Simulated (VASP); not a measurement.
# F (C2/m) in VASP: notebook, part 2 of 2

VASP 6.6.1. The steps go on from the part before.

**5. Single point, PBEsol**

This run uses another cell than the first one, of the same volume but with other edges.

Input file INCAR:

```
PREC = Accurate
ENCUT = 520
EDIFF = 1E-7
ISMEAR = 0
SIGMA = 0.05
LREAL = F
LASPH = T
NELM = 100
ALGO = Normal
ISIF = 2
LWAVE = F
LCHARG = T
GGA = PS
LELF = T
LVHAR = T
NBANDS = 22
```

Input file KPOINTS:

```
regular mesh
0
Gamma
  4 4 2
```

Input file POSCAR:

```
F
1.0
    3.2658031104     -1.8177115780     -0.2518869095
    3.2658031104      1.8177115780     -0.2518869095
   -2.4733711270      0.0000000000      7.2867844740
F
4
Direct
    0.0848459664      0.0848459664      0.0940038325
    0.9151540336      0.9151540336      0.9059961675
    0.5015719855      0.5015719855      0.5937195244
    0.4984280145      0.4984280145      0.4062804756
```

Potentials or basis: VASP PAW PBE potentials, release 64 (F).

Started as:

```console
> cat potpaw_PBE.64/F/POTCAR > POTCAR
> mpirun -np 1 vasp_std > vasp.out
```

OUTCAR:

```text
PREC = Accurate
   ENCUT = 520
   EDIFF = 1E-7
   ISMEAR = 0
   LREAL = F
   LASPH = T
   NELM = 100
   ISIF = 2
   GGA = PS

 ion  position               nearest neighbor table
   1  0.085  0.085  0.094-   2 1.44
   2  0.915  0.915  0.906-   1 1.44
   3  0.502  0.502  0.594-   4 1.43
   4  0.498  0.498  0.406-   3 1.43

  LATTYP: Found a base centered monoclinic cell.
 ALAT       =     6.5510051049
 B/A-ratio  =     0.5549412797
 C/A-ratio  =     1.1746464453
 COS(beta)  =    -0.3932887867

  Lattice vectors:

 A1 = (   3.2658031104,  -1.8177115780,  -0.2518869095)
 A2 = (   3.2658031104,   1.8177115780,  -0.2518869095)
 A3 = (  -2.4733711270,   0.0000000000,   7.2867844740)

Analysis of symmetry for initial positions (statically):
=====================================================================
 Subroutine PRICEL returns:
 Original cell was already a primitive cell.

 Routine SETGRP: Setting up the symmetry group for a
 base centered monoclinic supercell.

 Subroutine GETGRP returns: Found  4 space group operations
[... 154 lines left out ...]
  free energy    TOTEN  =        -7.77717564 eV

  energy without entropy =       -7.77717564  energy(sigma->0) =       -7.77717564

 E-fermi :  -5.9584     XC(G=0):  -6.3986

 val. band max:       -6.2471273369   @ k =   0.5000   0.5000   0.0000
 cond. band min:      -3.5554934073   @ k =   0.0000   0.0000   0.0000
 fundamental gap:      2.6916339296
 Fermi energy:        -5.9584388735

 k-point     1 :       0.0000    0.0000    0.0000
  band No.  band energies     occupation
      1     -30.7286      2.00000
      2     -30.5875      2.00000
      3     -24.7604      2.00000
      4     -24.5623      2.00000
      5     -12.5515      2.00000
      6     -12.0915      2.00000
[... 339 lines left out ...]
     21       8.3470      0.00000
     22       8.4270      0.00000

------------------------ aborting loop because EDIFF is reached ----------------------------------------

  FORCE on cell =-STRESS in cart. coord.  units (eV):
  Direction    XX          YY          ZZ          XY          YZ          ZX
  --------------------------------------------------------------------------------------
  -------------------------------------------------------------------------------------
  Total       -0.6404612     -0.2780893     -2.2652292      0.0000000      0.0000000     -0.1457638
  in kB      -12.1799024     -5.2885338    -43.0787544      0.0000000      0.0000000     -2.7720466
  external PRESSURE =     -20.1823969 kB  Pullay stress =       0.0000000 kB

 VOLUME and BASIS-vectors are now :
 -----------------------------------------------------------------------------
  energy-cutoff  :      520.00
  volume of cell :       84.25
      direct lattice vectors                 reciprocal lattice vectors
     3.265803110 -1.817711578 -0.251886909     0.157217649 -0.275071142  0.053364772
     3.265803110  1.817711578 -0.251886909     0.157217649  0.275071142  0.053364772
    -2.473371127  0.000000000  7.286784474     0.010869285  0.000000000  0.140924132

 POSITION                                       TOTAL-FORCE (eV/Angst)
 -----------------------------------------------------------------------------------
      0.32167      0.00000      0.64224        -0.355117      0.000000     -0.708566
      3.73656      0.00000      6.14077         0.355117      0.000000      0.708566
      1.80758      0.00000      4.07363         0.255822      0.000000     -0.759170
      2.25065      0.00000      2.70938        -0.255822      0.000000      0.759170
 -----------------------------------------------------------------------------------
    total drift:                                0.000000      0.000000     -0.000000

  FREE ENERGIE OF THE ION-ELECTRON SYSTEM (eV)
  ---------------------------------------------------
  free  energy   TOTEN  =        -7.7771756360 eV

  energy  without entropy=       -7.7771756360  energy(sigma->0) =       -7.77717564
```

stdout:

```text
POSCAR found type information on POSCAR F
 POSCAR found :  1 types and       4 ions
 scaLAPACK will be used
 -----------------------------------------------------------------------------
|                                                                             |
|                                                                             |
|     You enforced a specific xc type in the INCAR file but a different       |
|     I HOPE YOU KNOW WHAT YOU ARE DOING!                                     |
|                                                                             |
 -----------------------------------------------------------------------------

 LDA part: xc-table for (Slater+PW92), standard interpolation
 POSCAR, INCAR and KPOINTS ok, starting setup
 FFT: planning ... GRIDC
 FFT: planning ... GRID_SOFT
 FFT: planning ... GRID
 WAVECAR not read
 entering main loop
```

Run time: 47 s. Hardware: 1 thread of Intel Xeon 6975P-C, shared host; peak memory 0.19 GiB.

Results:

- Free energy: -7.7772 eV
- Pressure: -2.0 GPa
- Largest force: 0.801 eV/Å
- Band gap on the k mesh: 2.69 eV, indirect (least direct gap 2.76 eV)

Forces in eV/Å, atoms in the order of the input:
```
F   -0.355  0.000 -0.709
F    0.355  0.000  0.709
F    0.256  0.000 -0.759
F   -0.256  0.000  0.759
```

Stress tensor (GPa, compression positive):
```
-1.22  0.00 -0.28
 0.00 -0.53  0.00
-0.28  0.00 -4.31
```

Levels at points of the mesh, in eV from the valence-band top:
| k point | band 11 | band 12 | band 13 | band 14 | band 15 | band 16 | band 17 | band 18 |
| --- | --- | --- | --- | --- | --- | --- | --- | --- |
| (0.00, 0.00, 0.00) | -0.30 | -0.15 | -0.10 | -0.07 | 2.69 | 3.31 | 8.60 | 11.08 |
| (0.50, 0.00, 0.00) | -0.31 | -0.25 | -0.24 | -0.14 | 3.02 | 3.10 | 12.33 | 12.46 |
| (0.50, 0.50, 0.00) | -0.28 | -0.23 | -0.15 | 0.00 | 2.98 | 3.09 | 12.62 | 12.62 |
| (0.00, 0.00, 0.50) | -0.26 | -0.16 | -0.15 | -0.07 | 2.95 | 3.03 | 9.41 | 9.42 |
| (0.50, 0.00, 0.50) | -0.40 | -0.29 | -0.17 | -0.06 | 2.89 | 3.21 | 12.24 | 13.00 |
| (0.50, 0.50, 0.50) | -0.30 | -0.20 | -0.15 | -0.07 | 3.01 | 3.09 | 12.13 | 12.22 |

Caveat: the k points lie up to 0.50 Å⁻¹ apart; the PAW data sets were made with another functional, which shifts forces and pressure a little. A k mesh can miss the band edges.

**6. Single point, PBEsol**

This run uses another cell than the first one, of the same volume but with other edges.

Input file INCAR:

```
SYSTEM = F
PREC = Accurate
ENCUT = 520
EDIFF = 1E-7
ISMEAR = 0
SIGMA = 0.05
LREAL = .False.
LASPH = .True.
NELM = 80
ALGO = Normal
ISIF = 2
LWAVE = .False.
LCHARG = .False.
GGA = PS
NBANDS = 22
```

Input file KPOINTS:

```
regular mesh
0
Gamma
  4 4 2
  0 0 0
```

Input file POSCAR:

```
F
1.0
    3.1289966994     -1.8570235877     -0.2413352188
    3.1289966994      1.8570235877     -0.2413352188
   -2.3352020700      0.0000000000      7.4295946495
F
4
Direct
    0.0848459664      0.0848459664      0.0940038325
    0.9151540336      0.9151540336      0.9059961675
    0.5015719855      0.5015719855      0.5937195244
    0.4984280145      0.4984280145      0.4062804756
```

Potentials or basis: VASP PAW PBE potentials, release 64 (F).

Started as:

```console
> cat potpaw_PBE.64/F/POTCAR > POTCAR
> mpirun -np 1 vasp_std > vasp.out
```

OUTCAR:

```text
SYSTEM = F
   PREC = Accurate
   ENCUT = 520
   EDIFF = 1E-7
   ISMEAR = 0
   LREAL = .False.
   LASPH = .True.
   NELM = 80
   ISIF = 2
   GGA = PS

 ion  position               nearest neighbor table
   1  0.085  0.085  0.094-   2 1.45
   2  0.915  0.915  0.906-   1 1.45
   3  0.502  0.502  0.594-   4 1.45
   4  0.498  0.498  0.406-   3 1.45

[... 537 lines left out ...]

  FORCE on cell =-STRESS in cart. coord.  units (eV):
  Direction    XX          YY          ZZ          XY          YZ          ZX
  --------------------------------------------------------------------------------------
  -------------------------------------------------------------------------------------
  Total       -0.8157965     -0.2786217     -3.7414788      0.0000000      0.0000000     -0.2497128
  in kB      -15.5143223     -5.2986575    -71.1531734      0.0000000      0.0000000     -4.7488870
  external PRESSURE =     -30.6553844 kB  Pullay stress =       0.0000000 kB

 VOLUME and BASIS-vectors are now :
 -----------------------------------------------------------------------------
  energy-cutoff  :      520.00
  volume of cell :       84.25
      direct lattice vectors                 reciprocal lattice vectors
     3.128996699 -1.857023588 -0.241335219     0.163765698 -0.269248061  0.051473333
     3.128996699  1.857023588 -0.241335219     0.163765698  0.269248061  0.051473333
    -2.335202070  0.000000000  7.429594650     0.010639189  0.000000000  0.137940857

 POSITION                                       TOTAL-FORCE (eV/Angst)
 -----------------------------------------------------------------------------------
      0.31145      0.00000      0.65746        -0.575114      0.000000     -1.199796
      3.61134      0.00000      6.28947         0.575114      0.000000      1.199796
      1.75238      0.00000      4.16900         0.393991      0.000000     -1.286539
      2.17041      0.00000      2.77792        -0.393991      0.000000      1.286539
 -----------------------------------------------------------------------------------
    total drift:                                0.000000      0.000000     -0.000000

  FREE ENERGIE OF THE ION-ELECTRON SYSTEM (eV)
  ---------------------------------------------------
  free  energy   TOTEN  =        -7.7364824076 eV

  energy  without entropy=       -7.7364824076  energy(sigma->0) =       -7.73648241
```

OSZICAR:

```text
N       E                     dE             d eps       ncg     rms          rms(c)
DAV:   1     0.186325320445E+03    0.18633E+03   -0.14825E+04   616   0.114E+03
DAV:   2     0.166202426271E+00   -0.18616E+03   -0.18109E+03   878   0.280E+02
DAV:   3    -0.938568922615E+01   -0.95519E+01   -0.95073E+01   718   0.629E+01
DAV:   4    -0.944888062920E+01   -0.63191E-01   -0.63189E-01   652   0.596E+00
DAV:   5    -0.944927719912E+01   -0.39657E-03   -0.39656E-03   718   0.457E-01    0.111E+01
DAV:   6    -0.817686236260E+01    0.12724E+01   -0.41994E-01   634   0.643E+00    0.629E+00
DAV:   7    -0.773800742225E+01    0.43885E+00   -0.57691E-01   628   0.710E+00    0.645E-01
DAV:   8    -0.773626214559E+01    0.17453E-02   -0.74818E-02   676   0.192E+00    0.116E-01
DAV:   9    -0.773636181935E+01   -0.99674E-04   -0.89020E-04   652   0.228E-01    0.700E-02
DAV:  10    -0.773647822396E+01   -0.11640E-03   -0.26355E-04   658   0.130E-01    0.251E-02
DAV:  11    -0.773648280443E+01   -0.45805E-05   -0.30536E-05   706   0.545E-02    0.636E-03
DAV:  12    -0.773648256354E+01    0.24089E-06   -0.36596E-06   658   0.175E-02    0.269E-03
DAV:  13    -0.773648241092E+01    0.15261E-06   -0.79600E-07   694   0.845E-03    0.193E-03
DAV:  14    -0.773648240758E+01    0.33447E-08   -0.10694E-07   442   0.505E-03
   1 F= -.77364824E+01 E0= -.77364824E+01  d E =-.322441E-23
```

stdout:

```text
POSCAR found type information on POSCAR F
 POSCAR found :  1 types and       4 ions
 scaLAPACK will be used
 -----------------------------------------------------------------------------
|                                                                             |
|                                                                             |
|     You enforced a specific xc type in the INCAR file but a different       |
|     I HOPE YOU KNOW WHAT YOU ARE DOING!                                     |
|                                                                             |
 -----------------------------------------------------------------------------

 LDA part: xc-table for (Slater+PW92), standard interpolation
 POSCAR, INCAR and KPOINTS ok, starting setup
 FFT: planning ... GRIDC
 FFT: planning ... GRID_SOFT
 FFT: planning ... GRID
 WAVECAR not read
 entering main loop
```

Wall time 49 s (1 thread of Intel Xeon 6975P-C, shared host); peak memory 0.19 GiB.

What came out:

```yaml
Free_energy: -7.7365 eV
Pressure: -3.1 GPa
Largest_force: 1.346 eV/Å
Band_gap_on_the_k_mesh: 2.48 eV, indirect (least direct gap 2.54 eV)
```

Forces on the atoms (eV/Å):
```
F   -0.575  0.000 -1.200
F    0.575  0.000  1.200
F    0.394  0.000 -1.287
F   -0.394  0.000  1.287
```

Caveat: the k points lie up to 0.50 Å⁻¹ apart; the PAW data sets were made with another functional, which shifts forces and pressure a little. A k mesh can miss the band edges.

**7. The runs side by side**

```csv
cell,gap on the mesh (eV),pressure (GPa),largest force (eV/Å)
"a = 3.826, b = 3.826, c = 7.632 Å, angles 111.2, 111.2, 55.7°, 4 atoms",2.85,-1.2,0.39
"a = 3.772, b = 3.772, c = 7.673 Å, angles 110.5, 110.5, 57.3°, 4 atoms",2.74,-1.8,0.66
"a = 3.695, b = 3.695, c = 7.740 Å, angles 109.4, 109.4, 59.6°, 4 atoms",2.59,-2.5,1.08
"a = 3.746, b = 3.746, c = 7.695 Å, angles 110.1, 110.1, 58.1°, 4 atoms",2.69,-2.0,0.80
"a = 3.647, b = 3.647, c = 7.788 Å, angles 108.7, 108.7, 61.2°, 4 atoms",2.48,-3.1,1.35
```

Alike in all rows: task single point; level PBEsol; potentials or basis VASP PAW PBE potentials, release 64 (F); no spin polarisation; k mesh 4 × 4 × 2; cutoff (eV) 520; smearing gaussian 0.05 eV.

Caveats: all runs use coarse meshes; the PAW data sets were made with another functional, which shifts forces and pressure a little.

Absolute energies hang on the potentials; compare differences alone.
